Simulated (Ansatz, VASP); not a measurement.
**SrTiO3: VASP beside Ansatz**

INCAR

```
SYSTEM = SrTiO3
PREC     = Accurate       ! precision mode
ENCUT    = 520            ! plane-wave cutoff, eV
EDIFF    = 1E-6           ! SCF threshold, eV
ISMEAR   = 0              ! smearing method
SIGMA    = 0.05           ! smearing width, eV
LREAL    = .FALSE.        ! projectors in reciprocal space
LASPH    = .TRUE.         ! aspherical terms in the spheres
NELM     = 100            ! most SCF steps
ALGO     = Normal         ! electronic algorithm
ISIF     = 2              ! what is computed and relaxed
LWAVE    = .FALSE.        ! write WAVECAR
LCHARG   = .FALSE.        ! write CHGCAR
GGA      = PS             ! functional
NBANDS   = 28             ! bands
```

KPOINTS

```
regular mesh
0
G
  8 8 8
  0 0 0
```

POSCAR

```
SrTiO3
1.0
    3.8913815400      0.0000000000      0.0000000000
    0.0000000000      3.8913815400      0.0000000000
    0.0000000000      0.0000000000      3.8913815400
Sr Ti O
1 1 3
Direct
   -0.0481469976      0.0000000000      0.0000000000
    0.5902019270      0.5000000000      0.5000000000
   -0.0063153124      0.5000000000      0.5000000000
    0.5000619718      0.0000000000      0.5000000000
    0.5000619718      0.5000000000      0.0000000000
```

Input for Ansatz:

```yaml
crystal:
  lattice:
    - [3.89138154, 0.0, 0.0]
    - [0.0, 3.89138154, 0.0]
    - [0.0, 0.0, 3.89138154]
  atoms:
    - { symbol: Sr, position: [-0.0481469976, 0.0, 0.0] }
    - { symbol: Ti, position: [0.590201927, 0.5, 0.5] }
    - { symbol: O, position: [-0.0063153124, 0.5, 0.5] }
    - { symbol: O, position: [0.5000619718, 0.0, 0.5] }
    - { symbol: O, position: [0.5000619718, 0.5, 0.0] }
basis:
  ecutwfc: 520.0
kpoints:
  mp_grid: { grid: [8, 8, 8] }
hamiltonian:
  xc: pbesol
  pseudopotentials: { kind: paw, azcp: { folder: soft_1 } }
scf:
  occupations: { method: gaussian, width: 0.05 }
output:
  forces: true
  stress: true
  eigenvalues: true
  write_density: true
  write_potential: true
  elf: true
  volumetric_format: npy
```

Change from the starting cell: mode 1 frozen in at -0.093 Å and mode 7 at +0.299 Å (largest displacements).

Alike in both runs: task single point; functional PBEsol; k mesh 8 × 8 × 8; occupations gaussian, width 0.05 eV; no spin polarisation.

|  | VASP | Ansatz |
| --- | --- | --- |
| version | VASP 6.6.1 | Ansatz 0.2.0 |
| potentials or method | VASP PAW PBE potentials, release 64 (Sr_sv, Ti_sv, O), cutoff 520 eV | scalar-relativistic, plane waves, PAW |
| valence electrons in the cell | 40 | 40 |

|  | VASP | Ansatz | Ansatz less VASP |
| --- | --- | --- | --- |
| gap on the k mesh at the Fermi level (eV) | 1.86 | 1.90 | +0.047 |
| least direct gap on the mesh (eV) | 2.56 | 2.60 | +0.035 |
| pressure (GPa) | 15.2 | 14.2 | -1.08 |
| traceless stress, the component that is largest in VASP (GPa) | 20.04 | 18.84 | -1.197 |
| rms of the force components (eV/Å) | 3.354 | 3.171 | -0.1826 |

VASP's potentials were made for PBE, not for PBEsol, and Ansatz warns of the same on its side. Atom by atom the forces differ by 0.186 eV/Å (rms over components). The functional is the same, so the differences come from potentials, cutoffs and numerics.
